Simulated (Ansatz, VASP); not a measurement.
Given: the input of a run of VASP 6.6.1 on SnTe.

Contents of INCAR:

```
PREC     = Accurate       # precision mode
ENCUT    = 520            # plane-wave cutoff, eV
EDIFF    = 1E-6           # SCF threshold, eV
ISMEAR   = -1             # smearing method
SIGMA    = 0.05           # smearing width, eV
LREAL    = False          # projectors in reciprocal space
LASPH    = True           # aspherical terms in the spheres
NELM     = 60             # most SCF steps
ALGO     = Normal         # electronic algorithm
ISIF     = 2              # what is computed and relaxed
LWAVE    = False          # write WAVECAR
LCHARG   = True           # write CHGCAR
GGA      = RP             # functional
LELF     = True           # ELF
LVHAR    = True         
NBANDS   = 17             # bands
```

File KPOINTS:

```
Automatic mesh
0
Gamma
  7 7 7
```

The input POSCAR:

```
SnTe
1.0
    0.0000000000      3.2126470615      3.2126470615
    3.2126470615      0.0000000000      3.2126470615
    3.2126470615      3.2126470615      0.0000000000
Te Sn
1 1
Direct
    0.5000000000      0.5000000000      0.5000000000
    0.0000000000      0.0000000000      0.0000000000
```

Potentials or basis: VASP PAW PBE potentials, release 64 (Te, Sn_d).

Run with:

```bash
$ cat potpaw_PBE.64/Te/POTCAR potpaw_PBE.64/Sn_d/POTCAR > POTCAR
$ mpirun -np 1 vasp_std > vasp.out
```

Translate it to Ansatz 0.2.0. Potentials there: Ansatz PAW.

As run (the cutoff follows the program's own potentials):

File input.yaml:

```yaml
crystal:
  lattice:
    - [0.0, 3.2126470615, 3.2126470615]
    - [3.2126470615, 0.0, 3.2126470615]
    - [3.2126470615, 3.2126470615, 0.0]
  atoms:
    - { symbol: Te, position: [0.5, 0.5, 0.5] }
    - { symbol: Sn, position: [0.0, 0.0, 0.0] }
hamiltonian:
  xc: rpbe
  pseudopotentials: { kind: paw }
kpoints:
  mp_grid: { grid: [7, 7, 7] }
scf:
  occupations: { method: fermi_dirac, width: 0.05 }
output:
  forces: true
  stress: true
  eigenvalues: true
```

Potentials or basis: Ansatz PAW.

Command:

```console
$ ansatz run input.yaml --threads 2 --pin off --max-ram 5120MiB --backend cpu --events-out ev --progress --plain --runs-dir out
```

Both were run:

|  | VASP | Ansatz | Ansatz less VASP |
| --- | --- | --- | --- |
| pressure (GPa) | 0.9 | 1.0 | +0.10 |

VASP's potentials were made for PBE, not for RPBE. VASP's potentials hold 20 valence electrons a cell and Ansatz's 30, so a difference there can come from the potentials and not from the codes.

Neither program's run includes spin-orbit coupling.
